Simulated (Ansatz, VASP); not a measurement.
**TiAl3 in VASP and in Ansatz**

```
Ti Al
1.0
    -1.98755    1.98755    4.28067
     1.98755   -1.98755    4.28067
     1.98755    1.98755   -4.28067
Ti Al
1 3
Direct
  0.00000 0.00000 0.00000
  0.25000 0.75000 0.50000
  0.75000 0.25000 0.50000
  0.50000 0.50000 0.00000
```

Alike in both runs: functional PBE; k mesh 8 × 8 × 8; occupations fermi-dirac, width 0.05 eV; no spin polarisation.

|  | VASP | Ansatz |
| --- | --- | --- |
| version | VASP 6.6.1 | Ansatz 0.2.0 |
| potentials or method | VASP PAW PBE potentials, release 64 (Ti_sv, Al) | Ansatz PAW |
| plane-wave cutoff (eV) | 520 | 420 |
| valence electrons in the cell | 21 | 21 |
| task | single point | band structure |

|  | VASP | Ansatz | Ansatz less VASP |
| --- | --- | --- | --- |
| gap on the k mesh at the Fermi level (eV) | none | none | - |
| pressure (GPa) | -5.6 | -5.6 | +0.02 |
| traceless stress, the component that is largest in VASP (GPa) | 4.16 | 4.16 | -0.002 |

A gap of «none» marks a metal or a gap that the smearing closes. The functional is the same, so the differences come from potentials, cutoffs and numerics.
